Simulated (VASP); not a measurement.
Set up this calculation in VASP 6.6.1, as the native input.

| Property | Result |
| --- | --- |
| Task | single point |
| Functional | PBEsol |
| Potentials or basis | VASP PAW PBE potentials, release 64 (Hf_pv, N) |
| Cutoff | 520 eV |
| k mesh | 10 × 10 × 8 |
| Occupations | gaussian, width 0.15 eV |
| Spin | no spin polarisation |
| Dipole correction | no |
| Further INCAR settings | ALGO = Normal; EDIFF = 1e-06; NBANDS = 23 |

The structure of HfN lies in POSCAR:

```
HfN
1.0
    0.3712244319     -2.5538476447     -2.7707685945
    0.2905483332      2.0029826727     -2.2199036226
    4.8792045790     -0.0806760988     -0.6617727651
Hf N
2 2
Direct
    0.4872777754      0.4920653983      0.4641609454
    0.1053173567      0.0380470643      0.0831692316
   -0.0955110052      0.4460198267      0.2691924545
    0.5029158732      0.0238677107      0.6834773686
```

This cell differs from its parent crystal: atoms moved at random and the cell strained at random.

The input as run:

INCAR

```
ALGO = Normal
EDIFF = 1E-6
ENCUT = 520
GGA = PS
ISIF = 2
ISMEAR = 0
LASPH = True
LCHARG = True
LELF = True
LREAL = False
LVHAR = True
LWAVE = False
NBANDS = 23
NELM = 60
PREC = Accurate
SIGMA = 0.15
```

KPOINTS

```
k-points
0
Gamma
  10 10 8
```

Potentials or basis: VASP PAW PBE potentials, release 64 (Hf_pv, N).

The run is started by

```console
$ cat potpaw_PBE.64/Hf_pv/POTCAR potpaw_PBE.64/N/POTCAR > POTCAR
$ mpirun -np 1 vasp_std > vasp.out
```

Results of the run:

The pressure is 91.9 GPa, the largest force is 18.809 eV/Å and the band gap on the k mesh is zero (bands 15 and 16 overlap by 0.81 eV).

Caveat: the cell differs from its parent crystal (atoms moved at random and the cell strained at random); the cell stands under pressure; the PAW data sets were made with another functional, which shifts forces and pressure a little; spin-orbit coupling is left out, which moves the levels of the heavy elements.

Wall time 4.2 min on 1 thread of Intel(R) Xeon(R) 6975P-C (Granite Rapids) (shared host), peak memory 0.5 GiB.
